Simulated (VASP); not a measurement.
# Pb (Pm-3m) in VASP: single point with PBEsol

Aim: the single point of Pb with PBEsol.

Everything below comes from runs of VASP 6.6.1. Logs are shortened: lines on timing, memory, paths and dates and some standing lists are left out, and cuts for length are marked.

### 1 The cell of the first run

The structure is cubic, space group Pm-3m (No. 221). Conventional cell: a = 3.784 Å, b = 3.784 Å, c = 3.784 Å, α = 90.00°, β = 90.00°, γ = 90.00°. Pb (site symmetry m-3m) has 6 Pb at 3.78 Å within 5.0 Å.

### 2 Single point, PBEsol

Contents of INCAR:

```
ALGO     = Normal         # electronic algorithm
EDIFF    = 1E-7           # SCF threshold, eV
ENCUT    = 520            # plane-wave cutoff, eV
GGA      = PS             # functional
ISIF     = 2              # what is computed and relaxed
ISMEAR   = -1             # smearing method
LASPH    = T              # aspherical terms in the spheres
LCHARG   = T              # write CHGCAR
LELF     = T              # ELF
LREAL    = F              # projectors in reciprocal space
LVHAR    = T            
LWAVE    = F              # write WAVECAR
NBANDS   = 13             # bands
NELM     = 60             # most SCF steps
PREC     = Accurate       # precision mode
SIGMA    = 0.01           # smearing width, eV
```

Contents of KPOINTS:

```
k-points
0
Gamma
  5 5 5
```

Contents of POSCAR:

```
Pb
1.0
    3.7843200000      0.0000000000      0.0000000000
    0.0000000000      3.7843200000      0.0000000000
    0.0000000000      0.0000000000      3.7843200000
Pb
1
Direct
    0.0000000000      0.0000000000      0.0000000000
```

Potentials or basis: VASP PAW PBE potentials, release 64 (Pb_d).

Run with:

```console
cat potpaw_PBE.64/Pb_d/POTCAR > POTCAR
mpirun -np 1 vasp_std > vasp.out
```

OUTCAR:

```text
EDIFF = 1E-7
   ENCUT = 520
   GGA = PS
   ISIF = 2
   ISMEAR = -1
   LASPH = T
   LREAL = F
   NELM = 60
   PREC = Accurate

 ion  position               nearest neighbor table
   1  0.000  0.000  0.000-

  LATTYP: Found a simple cubic cell.
 ALAT       =     3.7843200000

  Lattice vectors:

 A1 = (   3.7843200000,   0.0000000000,   0.0000000000)
 A2 = (   0.0000000000,   3.7843200000,   0.0000000000)
 A3 = (   0.0000000000,   0.0000000000,   3.7843200000)

Analysis of symmetry for initial positions (statically):
=====================================================================
 Subroutine PRICEL returns:
 Original cell was already a primitive cell.

 Routine SETGRP: Setting up the symmetry group for a
 simple cubic supercell.

 Subroutine GETGRP returns: Found 48 space group operations
 (whereof 48 operations were pure point group operations)
 out of a pool of 48 trial point group operations.

The static configuration has the point symmetry O_h .

Analysis of symmetry for dynamics (positions and initial velocities):
=====================================================================
 Subroutine PRICEL returns:
 Original cell was already a primitive cell.

 Routine SETGRP: Setting up the symmetry group for a
 simple cubic supercell.

 Subroutine GETGRP returns: Found 48 space group operations
 (whereof 48 operations were pure point group operations)
 out of a pool of 48 trial point group operations.

The dynamic configuration has the point symmetry O_h .

 Subroutine INISYM returns: Found 48 space group operations
 (whereof 48 operations are pure point group operations),
 and found     1 'primitive' translations

----------------------------------------------------------------------------------------

                                     Primitive cell

  volume of cell :      54.1955

  direct lattice vectors                    reciprocal lattice vectors
     3.784320000  0.000000000  0.000000000     0.264248267  0.000000000  0.000000000
     0.000000000  3.784320000  0.000000000     0.000000000  0.264248267  0.000000000
     0.000000000  0.000000000  3.784320000     0.000000000  0.000000000  0.264248267

  length of vectors
     3.784320000  3.784320000  3.784320000     0.264248267  0.264248267  0.264248267

  position of ions in fractional coordinates (direct lattice)
     0.000000000  0.000000000  0.000000000

  ion indices of the primitive-cell ions
   primitive index   ion index
                 1           1

----------------------------------------------------------------------------------------

 KPOINTS: k-points

Automatic generation of k-mesh.
 Grid dimensions read from file:
 generate k-points for:    5    5    5

 Generating k-lattice:

  Cartesian coordinates                     Fractional coordinates (reciprocal lattice)
     0.052849653  0.000000000  0.000000000     0.200000000  0.000000000  0.000000000
     0.000000000  0.052849653  0.000000000     0.000000000  0.200000000  0.000000000
     0.000000000  0.000000000  0.052849653     0.000000000  0.000000000  0.200000000

  Length of vectors
     0.052849653  0.052849653  0.052849653

  Shift w.r.t. Gamma in fractional coordinates (k-lattice)
     0.000000000  0.000000000  0.000000000

 Subroutine IBZKPT returns following result:
 ===========================================

 Found     10 irreducible k-points:

 Following reciprocal coordinates:
            Coordinates               Weight
  0.000000  0.000000  0.000000      1.000000
  0.200000  0.000000  0.000000      6.000000
  0.400000  0.000000  0.000000      6.000000
  0.200000  0.200000  0.000000     12.000000
  0.400000  0.200000  0.000000     24.000000
  0.400000  0.400000  0.000000     12.000000
  0.200000  0.200000  0.200000      8.000000
  0.400000  0.200000  0.200000     24.000000
  0.400000  0.400000  0.200000     24.000000
  0.400000  0.400000  0.400000      8.000000
   k-points           NKPTS =     10   k-points in BZ     NKDIM =     10   number of bands    NBANDS=     13
   number of dos      NEDOS =    301   number of ions     NIONS =      1
   total plane-waves  NPLWV =  21952
   dimension x,y,z NGX =    28 NGY =   28 NGZ =   28
   dimension x,y,z NGXF=    56 NGYF=   56 NGZF=   56
   ions per type =               1
   NGX,Y,Z   is equivalent  to a cutoff of  12.30, 12.30, 12.30 a.u.
   NGXF,Y,Z  is equivalent  to a cutoff of  24.60, 24.60, 24.60 a.u.
 SYSTEM =  unknown system
   PREC   = accura    normal or accurate (medium, high low for compatibility)
   ISTART =      0    job   : 0-new  1-cont  2-samecut
   ICHARG =      2    charge: 1-file 2-atom 10-const
   ISPIN  =      1    spin polarized calculation?
   LNONCOLLINEAR =      F non collinear calculations
   LSORBIT =      F    spin-orbit coupling
   LASPH  =      T    aspherical Exc in radial PAW
   ENCUT  =  520.0 eV  38.22 Ry    6.18 a.u.   7.04  7.04  7.04*2*pi/ulx,y,z
   NELM   =     60;   NELMIN=  2; NELMDL= -5     # of ELM steps
   EDIFF  = 0.1E-06   stopping-criterion for ELM
   LREAL  =      F    real-space projection
   EDIFFG = 0.1E-05   stopping-criterion for IOM
   NSW    =      0    number of steps for IOM
   IBRION =     -1    ionic relax: 0-MD 1-quasi-New 2-CG
   NFREE  =      0    steps in history (QN), initial steepest desc. (CG)
   ISIF   =      2    stress and relaxation
   ISYM   =      2    0-nonsym 1-usesym 2-fastsym
   POTIM  = 0.5000    time-step for ionic-motion
   TEBEG  =    0.0;   TEEND  =   0.0 temperature during run
   PSTRESS=    0.0 pullay stress
   NELECT =      14.0000    total number of electrons
   NUPDOWN=      -1.0000    fix difference up-down
   EMIN   =  10.00;   EMAX   =-10.00  energy-range for DOS
   EFERMI =   0.00;   METHOD = LEGACY
   ISMEAR =    -1;   SIGMA  =   0.01  broadening in eV -4-tet -1-fermi 0-gaus
   EFERMI_NEDOS =   21; number of points for ismear=-14 and -15
   IALGO  =     38    algorithm
   IMIX   =      4    mixing-type and parameters
     AMIX     =   0.40;   BMIX     =  1.00
     AMIX_MAG =   1.60;   BMIX_MAG =  1.00
  volume/ion in A,a.u.               =      54.20       365.73
  Fermi-wavevector in a.u.,A,eV,Ry     =   1.042629  1.970282 14.790547  1.087075
  Thomas-Fermi vector in A             =   2.177302
   LORBIT       =      0    0 simple, 1 ext, 2 COOP (PROOUT), +10 PAW based schemes
   GGA     = PS    functional components
   LHFCALC =     F    Hartree Fock is set to
   AEXX    =    0.0000 exact exchange contribution
   IVDW    =     0    specifies the selected vdW correction
   LEPSILON=     F    determine dielectric tensor
   LRPA    =     F    only Hartree local field effects (RPA)
 non-spin polarized calculation
  energy-cutoff  :      520.00
  volume of cell :       54.20
 maximum number of plane-waves:      1472
   NGX = 15   NGY = 15   NGZ = 15

 number of electron      14.0000008 magnetization

 Free energy of the ion-electron system (eV)
  ---------------------------------------------------
  ext. energy  EPLUGINS =         0.00000000
  ---------------------------------------------------
  free energy    TOTEN  =        -3.17358953 eV

  energy without entropy =       -3.17292433  energy(sigma->0) =       -3.17325693

 E-fermi :   1.6776     XC(G=0):  -7.7495

 val. band max:        1.6462588644   @ k =   0.4000   0.4000   0.2000
 cond. band min:       2.2167278205   @ k =   0.4000   0.4000   0.4000
 fundamental gap:      0.5704689561
 Fermi energy:         1.6776143851

 k-point     1 :       0.0000    0.0000    0.0000
  band No.  band energies     occupation
      1     -14.9206      2.00000
      2     -14.9206      2.00000
      3     -14.7875      2.00000
      4     -14.7875      2.00000
      5     -14.7875      2.00000
      6      -7.2116      2.00000
      7       5.2382      0.00000
      8       5.2382      0.00000
      9       5.2382      0.00000
     10       6.9113      0.00000
     11       9.2785      0.00000
     12       9.2785      0.00000
     13      17.2235      0.00000

 k-point     2 :       0.2000    0.0000    0.0000
  band No.  band energies     occupation
      1     -14.9188      2.00000
      2     -14.8807      2.00000
      3     -14.7993      2.00000
      4     -14.7993      2.00000
      5     -14.7866      2.00000
      6      -6.9288      2.00000
      7       2.5517      0.00000
      8       5.5549      0.00000
      9       5.5549      0.00000
     10       7.9550      0.00000
     11       9.6145      0.00000
     12      12.0585      0.00000
     13      14.4728      0.00000

 k-point     3 :       0.4000    0.0000    0.0000
  band No.  band energies     occupation
      1     -14.9159      2.00000
      2     -14.8182      2.00000
      3     -14.8182      2.00000
      4     -14.8163      2.00000
      5     -14.7851      2.00000
      6      -6.3372      2.00000
      7       0.1833      2.00000
      8       6.1864      0.00000
      9       6.1864      0.00000
     10       9.1308      0.00000
     11      10.5979      0.00000
     12      11.3839      0.00000
     13      12.5497      0.00000
[... 81 lines left out ...]
 k-point     9 :       0.4000    0.4000    0.2000
  band No.  band energies     occupation
      1     -14.8542      2.00000
      2     -14.8293      2.00000
      3     -14.8290      2.00000
      4     -14.8218      2.00000
      5     -14.7535      2.00000
      6      -5.2331      2.00000
      7       1.5478      2.00000
      8       1.6463      1.91667
      9       4.6778      0.00000
     10       6.6662      0.00000
     11       9.9515      0.00000
     12      10.2761      0.00000
     13      12.9442      0.00000

 k-point    10 :       0.4000    0.4000    0.4000
  band No.  band energies     occupation
      1     -14.8519      2.00000
      2     -14.8514      2.00000
      3     -14.8514      2.00000
      4     -14.7521      2.00000
      5     -14.7521      2.00000
      6      -4.6846      2.00000
      7       2.2167      0.00000
      8       2.3213      0.00000
      9       2.3213      0.00000
     10       7.3098      0.00000
     11       8.0663      0.00000
     12       8.0663      0.00000
     13      10.4055      0.00000

------------------------ aborting loop because EDIFF is reached ----------------------------------------

  FORCE on cell =-STRESS in cart. coord.  units (eV):
  Direction    XX          YY          ZZ          XY          YZ          ZX
  --------------------------------------------------------------------------------------
  -------------------------------------------------------------------------------------
  Total       -2.3059690     -2.3059690     -2.3059690      0.0000000     -0.0000000     -0.0000000
  in kB      -68.1711299    -68.1711299    -68.1711299      0.0000000     -0.0000000     -0.0000000
  external PRESSURE =     -68.1711299 kB  Pullay stress =       0.0000000 kB

 VOLUME and BASIS-vectors are now :
 -----------------------------------------------------------------------------
  energy-cutoff  :      520.00
  volume of cell :       54.20
      direct lattice vectors                 reciprocal lattice vectors
     3.784320000  0.000000000  0.000000000     0.264248267  0.000000000  0.000000000
     0.000000000  3.784320000  0.000000000     0.000000000  0.264248267  0.000000000
     0.000000000  0.000000000  3.784320000     0.000000000  0.000000000  0.264248267

 POSITION                                       TOTAL-FORCE (eV/Angst)
 -----------------------------------------------------------------------------------
      0.00000      0.00000      0.00000         0.000000      0.000000      0.000000
 -----------------------------------------------------------------------------------
    total drift:                                0.000000     -0.000000     -0.000000

  FREE ENERGIE OF THE ION-ELECTRON SYSTEM (eV)
  ---------------------------------------------------
  free  energy   TOTEN  =        -3.1735895344 eV

  energy  without entropy=       -3.1729243302  energy(sigma->0) =       -3.17325693
```

It took 10 s on 1 thread of AMD EPYC 7R13 (Zen 3), shared host; peak memory 0.12 GiB.

What came out:

| Property | Result |
| --- | --- |
| Free energy | -3.1736 eV |
| Pressure | -6.8 GPa |
| Band gap on the k mesh | zero (band 7 reaches 5.24 eV, above the bottom of band 8 at 1.32 eV) |

Caveat: the PAW data sets were made with another functional, which shifts forces and pressure a little; spin-orbit coupling is left out, which moves the levels of the heavy elements.
